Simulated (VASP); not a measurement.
# Si8O15 (a cell with a defect) in VASP: notebook

Si8O15 (a cell with a defect) is run at these levels: PBE+D3(BJ); tasks: single point.

Everything below comes from runs of VASP 6.6.1. Logs are shortened: lines on timing, memory, paths and dates and some standing lists are left out, and cuts for length are marked.

### Step 1. The cell of the first run

The cell holds a defect, 23 atoms: a = 5.930 Å, b = 5.930 Å, c = 5.341 Å, α = 90.00°, β = 90.00°, γ = 90.00°.

### Step 2. Single point, PBE+D3(BJ)

INCAR reads:

```
SYSTEM = Si8O15
PREC = Accurate
ENCUT = 520
EDIFF = 1E-6
ISMEAR = 0
SIGMA = 0.02
LREAL = Auto
LASPH = .True.
NELM = 80
ALGO = Normal
ISIF = 2
LWAVE = .False.
LCHARG = .False.
GGA = PE
IVDW = 12
NELECT = 120.0
NBANDS = 78
```

KPOINTS reads:

```
Automatic mesh
0
Gamma
  2 2 2
  0 0 0
```

POSCAR reads:

```
Si8O15
1.0
   -4.1929000000     -4.1929000000      0.0000000000
    4.1929000000     -4.1929000000      0.0000000000
    0.0000000000      0.0000000000      5.3408000000
Si O
8 15
Direct
    0.5225287987      0.5003699110      0.0003568754
   -0.0055298242      0.5003606096      0.2795914470
    0.4950358940      0.5003660951      0.5003566881
   -0.0055393642      0.5003694340      0.7211206186
   -0.0012894417      0.0003697918      0.0003585605
    0.4980105655      0.0003623983      0.2488230228
    0.0011065134      0.0003678838      0.5003585605
    0.4980105655      0.0003695533      0.7518920386
   -0.0871138114      0.5003833862      0.0003559392
    0.0026220516      0.1984092156      0.2555622753
    0.0026210976      0.8023363305      0.2555652711
    0.1990850008      0.5003750388      0.5003617436
    0.0026160891      0.1984099311      0.7451522244
    0.7940970450      0.5003719383      0.5003514455
    0.0026151351      0.8023363305      0.7451503520
    0.6942173675      0.0003734885      0.0003585605
    0.4973434854      0.6884048034      0.2397030407
    0.3032273605      0.0003718190      0.0003557519
    0.4973409812      0.3123389539      0.2397019173
    0.6911537361      0.0003752773      0.5003557519
    0.4973489709      0.6884038494      0.7610110845
    0.3084048034      0.0003748003      0.5003583733
    0.4973495671      0.3123377615      0.7610105228
```

Potentials or basis: VASP PAW PBE potentials, release 64 (Si, O).

Run with:

```sh
cat potpaw_PBE.64/Si/POTCAR potpaw_PBE.64/O/POTCAR > POTCAR
mpirun -np 1 vasp_std > vasp.out
```

OUTCAR:

```text
SYSTEM = Si8O15
   PREC = Accurate
   ENCUT = 520
   EDIFF = 1E-6
   ISMEAR = 0
   LREAL = Auto
   LASPH = .True.
   NELM = 80
   ISIF = 2
   GGA = PE
   IVDW = 12
   NELECT = 120.0
 IVDW          = 12

 ion  position               nearest neighbor table
   1  0.523  0.500  0.000-  19 1.70  23 1.70  21 1.70  17 1.70   9 2.31   3 2.68   3 2.68
   2  0.994  0.500  0.280-   9 1.57  14 1.67  12 1.69  10 1.80  11 1.80   4 2.36   4 2.98
   3  0.495  0.500  0.500-  12 1.75  14 1.77  19 1.78  23 1.78  21 1.78  17 1.78   1 2.68   1 2.68

   4  0.994  0.500  0.721-   9 1.57  14 1.67  12 1.69  13 1.80  15 1.80   2 2.36   2 2.98
   5  0.999  0.000  0.000-  11 1.80  15 1.80  10 1.80  13 1.80  16 1.81  18 1.81   7 2.67   7 2.67

   6  0.498  0.000  0.249-  22 1.75  18 1.76  16 1.76  20 1.77  17 1.85  19 1.85   8 2.65   8 2.69

   7  0.001  0.000  0.500-  15 1.76  11 1.76  13 1.76  10 1.76  22 1.82  20 1.84   5 2.67   5 2.67

   8  0.498  0.000  0.752-  22 1.75  18 1.76  16 1.76  20 1.77  21 1.85  23 1.85   6 2.65   6 2.69

   9  0.913  0.500  0.000-   4 1.57   2 1.57   1 2.31
  10  0.003  0.198  0.256-   7 1.76   2 1.80   5 1.80
  11  0.003  0.802  0.256-   7 1.76   2 1.80   5 1.80
  12  0.199  0.500  0.500-   4 1.69   2 1.69   3 1.75
  13  0.003  0.198  0.745-   7 1.76   4 1.80   5 1.80
  14  0.794  0.500  0.500-   4 1.67   2 1.67   3 1.77
  15  0.003  0.802  0.745-   7 1.76   4 1.80   5 1.80
  16  0.694  0.000  0.000-   6 1.76   8 1.76   5 1.81
  17  0.497  0.688  0.240-   1 1.70   3 1.78   6 1.85
  18  0.303  0.000  0.000-   8 1.76   6 1.76   5 1.81
  19  0.497  0.312  0.240-   1 1.70   3 1.78   6 1.85
  20  0.691  0.000  0.500-   6 1.77   8 1.77   7 1.84
  21  0.497  0.688  0.761-   1 1.70   3 1.78   8 1.85
  22  0.308  0.000  0.500-   8 1.75   6 1.75   7 1.82
  23  0.497  0.312  0.761-   1 1.70   3 1.78   8 1.85

  LATTYP: Found a simple tetragonal cell.
 ALAT       =     5.9296560457
 C/A-ratio  =     0.9006930518

  Lattice vectors:

 A1 = (  -4.1929000000,  -4.1929000000,   0.0000000000)
 A2 = (   4.1929000000,  -4.1929000000,   0.0000000000)
 A3 = (   0.0000000000,   0.0000000000,   5.3408000000)

Analysis of symmetry for initial positions (statically):
=====================================================================
 Subroutine PRICEL returns:
 Original cell was already a primitive cell.

 Routine SETGRP: Setting up the symmetry group for a
 simple tetragonal supercell.

 Subroutine GETGRP returns: Found  1 space group operations
 (whereof  1 operations were pure point group operations)
 out of a pool of 16 trial point group operations.

The static configuration has the point symmetry C_1 .

Analysis of symmetry for dynamics (positions and initial velocities):
=====================================================================
 Subroutine PRICEL returns:
 Original cell was already a primitive cell.

 Routine SETGRP: Setting up the symmetry group for a
 simple tetragonal supercell.

 Subroutine GETGRP returns: Found  1 space group operations
 (whereof  1 operations were pure point group operations)
 out of a pool of 16 trial point group operations.

The dynamic configuration has the point symmetry C_1 .

 Subroutine INISYM returns: Found  1 space group operations
 (whereof  1 operations are pure point group operations),
 and found     1 'primitive' translations

----------------------------------------------------------------------------------------

                                     Primitive cell

  volume of cell :     187.7869

  direct lattice vectors                    reciprocal lattice vectors
    -4.192900000 -4.192900000  0.000000000    -0.119249207 -0.119249207  0.000000000
     4.192900000 -4.192900000  0.000000000     0.119249207 -0.119249207  0.000000000
     0.000000000  0.000000000  5.340800000     0.000000000  0.000000000  0.187237867

  length of vectors
     5.929656046  5.929656046  5.340800000     0.168643846  0.168643846  0.187237867

  position of ions in fractional coordinates (direct lattice)
     0.522528799  0.500369911  0.000356875
     0.994470176  0.500360610  0.279591447
     0.495035894  0.500366095  0.500356688
     0.994460636  0.500369434  0.721120619
     0.998710558  0.000369792  0.000358560
     0.498010566  0.000362398  0.248823023
[... 15 lines left out ...]
     0.308404803  0.000374800  0.500358373
     0.497349567  0.312337761  0.761010523

  ion indices of the primitive-cell ions
   primitive index   ion index
                 1           1
                 2           2
                 3           3
                 4           4
                 5           5
                 6           6
[... 15 lines left out ...]
                22          22
                23          23

----------------------------------------------------------------------------------------

 KPOINTS: Automatic mesh

Automatic generation of k-mesh.
 Grid dimensions read from file:
 generate k-points for:    2    2    2

 Generating k-lattice:

  Cartesian coordinates                     Fractional coordinates (reciprocal lattice)
    -0.059624603 -0.059624603  0.000000000     0.500000000  0.000000000  0.000000000
     0.059624603 -0.059624603  0.000000000     0.000000000  0.500000000  0.000000000
     0.000000000  0.000000000  0.093618933     0.000000000  0.000000000  0.500000000

  Length of vectors
     0.084321923  0.084321923  0.093618933

  Shift w.r.t. Gamma in fractional coordinates (k-lattice)
     0.000000000  0.000000000  0.000000000

 Subroutine IBZKPT returns following result:
 ===========================================

 Found      8 irreducible k-points:

 Following reciprocal coordinates:
            Coordinates               Weight
  0.000000  0.000000  0.000000      1.000000
  0.500000  0.000000  0.000000      1.000000
  0.000000  0.500000  0.000000      1.000000
  0.500000  0.500000  0.000000      1.000000
  0.000000  0.000000  0.500000      1.000000
  0.500000  0.000000  0.500000      1.000000
  0.000000  0.500000  0.500000      1.000000
  0.500000  0.500000  0.500000      1.000000
   k-points           NKPTS =      8   k-points in BZ     NKDIM =      8   number of bands    NBANDS=     78
   number of dos      NEDOS =    301   number of ions     NIONS =     23
   total plane-waves  NPLWV =  92160
   dimension x,y,z NGX =    48 NGY =   48 NGZ =   40
   dimension x,y,z NGXF=    96 NGYF=   96 NGZF=   80
   ions per type =               8  15
   NGX,Y,Z   is equivalent  to a cutoff of  13.46, 13.46, 12.45 a.u.
   NGXF,Y,Z  is equivalent  to a cutoff of  26.91, 26.91, 24.90 a.u.
 SYSTEM =  Si8O15
   PREC   = accura    normal or accurate (medium, high low for compatibility)
   ISTART =      0    job   : 0-new  1-cont  2-samecut
   ICHARG =      2    charge: 1-file 2-atom 10-const
   ISPIN  =      1    spin polarized calculation?
   LNONCOLLINEAR =      F non collinear calculations
   LSORBIT =      F    spin-orbit coupling
   LASPH  =      T    aspherical Exc in radial PAW
   ENCUT  =  520.0 eV  38.22 Ry    6.18 a.u.  11.03 11.03  9.93*2*pi/ulx,y,z
   NELM   =     80;   NELMIN=  2; NELMDL= -5     # of ELM steps
   EDIFF  = 0.1E-05   stopping-criterion for ELM
   LREAL  =      T    real-space projection
   EDIFFG = 0.1E-04   stopping-criterion for IOM
   NSW    =      0    number of steps for IOM
   IBRION =     -1    ionic relax: 0-MD 1-quasi-New 2-CG
   NFREE  =      0    steps in history (QN), initial steepest desc. (CG)
   ISIF   =      2    stress and relaxation
   ISYM   =      2    0-nonsym 1-usesym 2-fastsym
   POTIM  = 0.5000    time-step for ionic-motion
   TEBEG  =    0.0;   TEEND  =   0.0 temperature during run
   PSTRESS=    0.0 pullay stress
   NELECT =     120.0000    total number of electrons
   NUPDOWN=      -1.0000    fix difference up-down
   EMIN   =  10.00;   EMAX   =-10.00  energy-range for DOS
   EFERMI =   0.00;   METHOD = LEGACY
   ISMEAR =     0;   SIGMA  =   0.02  broadening in eV -4-tet -1-fermi 0-gaus
   EFERMI_NEDOS =   21; number of points for ismear=-14 and -15
   IALGO  =     38    algorithm
   IMIX   =      4    mixing-type and parameters
     AMIX     =   0.40;   BMIX     =  1.00
     AMIX_MAG =   1.60;   BMIX_MAG =  1.00
  volume/ion in A,a.u.               =       8.16        55.10
  Fermi-wavevector in a.u.,A,eV,Ry     =   1.410090  2.664684 27.053193  1.988354
  Thomas-Fermi vector in A             =   2.532079
   LORBIT       =      0    0 simple, 1 ext, 2 COOP (PROOUT), +10 PAW based schemes
   GGA     = PE    functional components
   LHFCALC =     F    Hartree Fock is set to
   AEXX    =    0.0000 exact exchange contribution
   IVDW    =    12    specifies the selected vdW correction
   LEPSILON=     F    determine dielectric tensor
   LRPA    =     F    only Hartree local field effects (RPA)
 non-spin polarized calculation
 Gauss-broadening in eV      SIGMA  =   0.02
  energy-cutoff  :      520.00
  volume of cell :      187.79
 maximum number of plane-waves:      5080
 NGX is ok and might be reduce to    48
   NGX = 23   NGY = 23   NGZ = 19

 number of electron     119.9999947 magnetization

 Free energy of the ion-electron system (eV)
  ---------------------------------------------------
  ext. energy  EPLUGINS =         0.00000000
  ---------------------------------------------------
  free energy    TOTEN  =      -191.53221643 eV

  energy without entropy =     -191.53221643  energy(sigma->0) =     -191.53221643

 E-fermi :   7.7524     XC(G=0): -11.8435

 val. band max:        7.5989945035   @ k =   0.0000   0.0000   0.0000
 cond. band min:      10.2487296721   @ k =   0.0000   0.0000   0.0000
 fundamental gap:      2.6497351686
 Fermi energy:         7.7523835001

 k-point     1 :       0.0000    0.0000    0.0000
  band No.  band energies     occupation
      1     -14.9120      2.00000
      2     -13.4656      2.00000
      3     -13.0547      2.00000
      4     -12.5433      2.00000
      5     -12.3693      2.00000
      6     -12.3232      2.00000
[... 64 lines left out ...]
     71      16.4835      0.00000
     72      17.4574      0.00000
[... 523 lines left out ...]
     71      17.2194      0.00000
     72      17.5438      0.00000
 [bands above 72 left out]

------------------------ aborting loop because EDIFF is reached ----------------------------------------

 Edisp (eV)   -5.43605

 E8    (eV) :    -1.8838

  FORCE on cell =-STRESS in cart. coord.  units (eV):
  Direction    XX          YY          ZZ          XY          YZ          ZX
  --------------------------------------------------------------------------------------
  -------------------------------------------------------------------------------------
  Total     -22.46886   -22.46429    -3.54828     2.89303     0.00116    -0.00272
  in kB    -191.70183  -191.66289   -30.27349    24.68298     0.00990    -0.02319
  external pressure =     -137.88 kB  Pullay stress =        0.00 kB

 VOLUME and BASIS-vectors are now :
 -----------------------------------------------------------------------------
  energy-cutoff  :      520.00
  volume of cell :      187.79
      direct lattice vectors                 reciprocal lattice vectors
    -4.192900000 -4.192900000  0.000000000    -0.119249207 -0.119249207  0.000000000
     4.192900000 -4.192900000  0.000000000     0.119249207 -0.119249207  0.000000000
     0.000000000  0.000000000  5.340800000     0.000000000  0.000000000  0.187237867

 POSITION                                       TOTAL-FORCE (eV/Angst)
 -----------------------------------------------------------------------------------
     -0.09291     -4.28891      0.00191        -0.724187     -0.725513     -0.000060
     -2.07175     -6.26768      1.49324        -0.066619     -0.067696     -0.274178
      0.02235     -4.17362      2.67230        -0.071570     -0.072287     -0.000412
     -2.07168     -6.26767      3.85136        -0.066986     -0.068175      0.273389
     -4.18594     -4.18904      0.00191        -0.080744     -0.081344     -0.000103
     -2.08659     -2.08963      1.32891        -0.061162     -0.062252      0.001410
[... 15 lines left out ...]
     -1.29154     -1.29468      2.67231        -0.042927     -0.042314      0.002205
     -0.77574     -3.39494      4.06441        -0.049740      0.025172     -0.029710
 -----------------------------------------------------------------------------------
    total drift:                                0.000018     -0.010773      0.015608

  FREE ENERGIE OF THE ION-ELECTRON SYSTEM (eV)
  ---------------------------------------------------
  free  energy   TOTEN  =      -196.9682703685 eV

  energy  without entropy=     -196.9682703685  energy(sigma->0) =     -196.96827037
```

Wall time 9 min (1 thread of AMD EPYC 7R13, shared host); peak memory 0.28 GiB.

What came out:

```
Free energy                : -196.9683 eV
Largest force              : 3.172 eV/Å
Dispersion energy per atom : -0.236 eV
```

Forces on the atoms (eV/Å):
```
Si  -0.724 -0.726  0.000
Si  -0.067 -0.068 -0.274
Si  -0.072 -0.072  0.000
Si  -0.067 -0.068  0.273
Si  -0.081 -0.081  0.000
Si  -0.061 -0.062  0.001
Si  -0.148 -0.149  0.000
Si  -0.063 -0.063 -0.001
O    2.242  2.244  0.004
O   -0.107 -0.214 -0.103
O   -0.214 -0.107 -0.103
O    0.047  0.047 -0.001
O   -0.108 -0.213  0.101
O    0.029  0.029 -0.001
O   -0.214 -0.106  0.101
O   -0.100 -0.101 -0.001
O    0.026 -0.049  0.030
O   -0.045 -0.045 -0.001
O   -0.050  0.026  0.030
O   -0.157 -0.156  0.002
O    0.026 -0.049 -0.030
O   -0.043 -0.042  0.002
O   -0.050  0.025 -0.030
```

Levels at points of the mesh, in eV from the Fermi level:
```csv
k point,band 58,band 59,band 60,band 61,band 62,band 63
"(0.00, 0.00, 0.00)",-1.11,-0.87,-0.15,2.50,5.19,5.77
"(0.50, 0.00, 0.00)",-1.06,-0.96,-0.44,3.02,4.56,6.53
"(0.00, 0.50, 0.00)",-1.46,-0.83,-0.59,3.03,5.39,6.03
"(0.50, 0.50, 0.00)",-1.14,-1.13,-0.87,3.16,4.79,7.17
"(0.00, 0.00, 0.50)",-1.10,-0.68,-0.60,3.54,5.10,5.55
"(0.50, 0.00, 0.50)",-0.82,-0.75,-0.71,3.58,4.99,5.20
"(0.00, 0.50, 0.50)",-0.92,-0.81,-0.60,3.49,5.47,5.61
"(0.50, 0.50, 0.50)",-1.20,-1.15,-1.01,3.67,5.15,5.43
```

Caveat: the k points lie up to 0.59 Å⁻¹ apart; the cell carries a net charge on a neutralising background, which shifts energy and pressure; the cell is charged against a uniform background, so pressure and absolute levels hang on convention.

### Step 3. Single point, PBE+D3(BJ)

INCAR reads:

```
ALGO = Normal ; EDIFF = 1E-7
ENCUT = 520 ; GGA = PE
ISIF = 2 ; ISMEAR = 0
IVDW = 12 ; LASPH = True
LCHARG = False ; LREAL = Auto
LWAVE = False ; NBANDS = 78
NELECT = 120.0 ; NELM = 80
PREC = Accurate ; SIGMA = 0.02
```

KPOINTS reads:

```
k-points
0
Gamma
  2 2 2
```

POSCAR reads:

```
Si8O15
1.0
   -4.1929000000     -4.1929000000      0.0000000000
    4.1929000000     -4.1929000000      0.0000000000
    0.0000000000      0.0000000000      5.3408000000
Si O
8 15
Direct
    0.5385897589      0.5000000000      0.0000000000
   -0.0214949081      0.5000000000      0.2726625225
    0.4800934914      0.5000000000      0.5000000000
   -0.0214949081      0.5000000000      0.7273374775
    0.0046144673      0.0000000000      0.0000000000
    0.5015819600      0.0000000000      0.2477282430
    0.0090483913      0.0000000000      0.5000000000
    0.5015819600      0.0000000000      0.7522717570
   -0.1658145913      0.5000000000      0.0000000000
    0.0075415583      0.2027176894      0.2466259736
    0.0075415583      0.7972823106      0.2466259736
    0.1835457559      0.5000000000      0.5000000000
    0.0075415583      0.2027176894      0.7533740264
    0.7854267929      0.5000000000      0.5000000000
    0.0075415583      0.7972823106      0.7533740264
    0.6988704715      0.0000000000      0.0000000000
    0.4910563095      0.6891812349      0.2415033328
    0.3062450810      0.0000000000      0.0000000000
    0.4910563095      0.3108187651      0.2415033328
    0.7001044623      0.0000000000      0.5000000000
    0.4910563095      0.6891812349      0.7584966672
    0.3100102554      0.0000000000      0.5000000000
    0.4910563095      0.3108187651      0.7584966672
```

Potentials or basis: VASP PAW PBE potentials, release 64 (Si, O).

Run with:

```sh
cat potpaw_PBE.64/Si/POTCAR potpaw_PBE.64/O/POTCAR > POTCAR
mpirun -np 1 vasp_std > vasp.out
```

It took 9.2 min on 1 thread of AMD EPYC 7R13, shared host; peak memory 0.28 GiB.

It converged, with:

* Free energy: -198.3065 eV
* Largest force: 0.074 eV/Å
* Dispersion energy per atom: -0.236 eV

Forces on the atoms (eV/Å):
```
Si  -0.011 -0.011  0.000
Si  -0.008 -0.008 -0.043
Si   0.000  0.000  0.000
Si  -0.008 -0.008  0.043
Si  -0.003 -0.003  0.000
Si   0.009  0.009  0.001
Si  -0.010 -0.010  0.000
Si   0.009  0.009 -0.001
O    0.007  0.007  0.000
O    0.009 -0.003 -0.005
O   -0.003  0.009 -0.005
O   -0.034 -0.034  0.000
O    0.009 -0.003  0.005
O    0.052  0.052  0.000
O   -0.003  0.009  0.005
O   -0.017 -0.017  0.000
O    0.015 -0.019  0.002
O    0.014  0.014  0.000
O   -0.019  0.015  0.002
O   -0.011 -0.011  0.000
O    0.015 -0.019 -0.002
O    0.006  0.006  0.000
O   -0.019  0.015 -0.002
```

Levels at points of the mesh, in eV from the Fermi level:
```tsv
k point	band 56	band 57	band 58	band 59	band 60	band 61	band 62	band 63	band 64	band 65
(0.00, 0.00, 0.00)	-1.51	-1.42	-1.32	-0.90	-0.13	1.91	5.72	5.80	6.17	6.89
(0.50, 0.00, 0.00)	-1.89	-1.79	-1.32	-0.79	-0.53	2.27	5.50	5.77	6.81	7.28
(0.00, 0.50, 0.00)	-1.72	-1.71	-1.60	-1.11	-0.81	2.70	6.07	6.52	6.65	7.05
(0.50, 0.50, 0.00)	-1.55	-1.33	-1.23	-1.14	-0.96	2.62	5.91	6.63	7.44	7.51
(0.00, 0.00, 0.50)	-1.45	-1.27	-1.13	-0.75	-0.66	2.98	4.42	6.49	7.51	7.59
(0.50, 0.00, 0.50)	-1.66	-0.91	-0.84	-0.75	-0.63	2.87	4.44	6.32	8.05	8.17
(0.00, 0.50, 0.50)	-1.48	-1.39	-1.08	-1.01	-0.71	3.22	5.35	6.90	7.38	7.60
(0.50, 0.50, 0.50)	-1.49	-1.36	-1.23	-1.17	-1.13	3.29	5.24	6.49	8.46	8.76
```

Caveat: the k points lie up to 0.59 Å⁻¹ apart; the cell carries a net charge on a neutralising background, which shifts energy and pressure; the cell is charged against a uniform background, so pressure and absolute levels hang on convention.
